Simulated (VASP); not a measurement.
Write the native input for VASP 6.6.1 that does the following.

```
Task                   : single point
Functional             : PBE
Potentials or basis    : VASP PAW PBE potentials, release 64 (Cu, Ge_d)
Cutoff                 : 520 eV
k mesh                 : 6 × 6 × 4
Occupations            : gaussian, width 0.1 eV
Spin                   : no spin polarisation
Dipole correction      : no
Further INCAR settings : ALGO = Normal; EDIFF = 1e-06; NBANDS = 20
```

The structure of CuGe lies in POSCAR:

```
CuGe
1.0
    2.8928657300      0.0000000000      0.0000000000
    0.0000000000      2.8928657300      0.0000000000
    0.0000000000      0.0000000000      3.6182643053
Cu Ge
1 1
Direct
    0.5000000000      0.5000000000      0.5000000000
    0.0000000000      0.0000000000      0.0000000000
```

The input as run:

INCAR

```
SYSTEM = CuGe
PREC     = Accurate       ! precision mode
ENCUT    = 520            ! plane-wave cutoff, eV
EDIFF    = 1E-6           ! SCF threshold, eV
ISMEAR   = 0              ! smearing method
SIGMA    = 0.1            ! smearing width, eV
LREAL    = .False.        ! projectors in reciprocal space
LASPH    = .True.         ! aspherical terms in the spheres
NELM     = 80             ! most SCF steps
ALGO     = Normal         ! electronic algorithm
ISIF     = 2              ! what is computed and relaxed
LWAVE    = .False.        ! write WAVECAR
LCHARG   = .False.        ! write CHGCAR
GGA      = PE             ! functional
NBANDS   = 20             ! bands
```

KPOINTS

```
regular mesh
0
Gamma
  6 6 4
  0 0 0
```

Potentials or basis: VASP PAW PBE potentials, release 64 (Cu, Ge_d).

Launch:

```bash
$ cat potpaw_PBE.64/Cu/POTCAR potpaw_PBE.64/Ge_d/POTCAR > POTCAR
$ mpirun -np 1 vasp_std > vasp.out
```

It gave:

- Pressure: -0.1 GPa

Caveat: the k points lie up to 0.43 Å⁻¹ apart.

Wall time 12 s on 1 thread of AMD EPYC 9R45 96-Core Processor (Zen 5), on a shared host, peak memory 0.12 GiB.
